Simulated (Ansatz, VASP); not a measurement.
**Two plane-wave programs on Sb**

```xyz
2
Lattice="2.1879 1.2632 3.8432 -2.1879 1.2632 3.8432 0.0000 -2.5264 3.8432" Properties=species:S:1:pos:R:3 pbc="T T T"
Sb    0.0000    0.0000    2.6827
Sb    0.0000    0.0000    8.8468
```

Alike in both runs: task single point; functional PBE; k mesh 9 × 9 × 9; occupations fermi-dirac, width 0.1 eV; no spin polarisation.

```csv
,VASP,Ansatz
version,VASP 6.6.1,Ansatz 0.2.0
potentials or method,"VASP PAW PBE potentials, release 64 (Sb), cutoff 520 eV","plane waves (500 eV) with PAW, scalar-relativistic"
valence electrons in the cell,10,30
```

```tsv
	VASP	Ansatz	Ansatz less VASP
pressure (GPa)	0.1	0.0	-0.05
```

With one functional, cell and mesh, what is left measures potentials, basis and numerics. VASP's potentials hold 10 valence electrons a cell and Ansatz's 30, so a difference there can come from the potentials and not from the codes.

Spin-orbit coupling is off throughout.
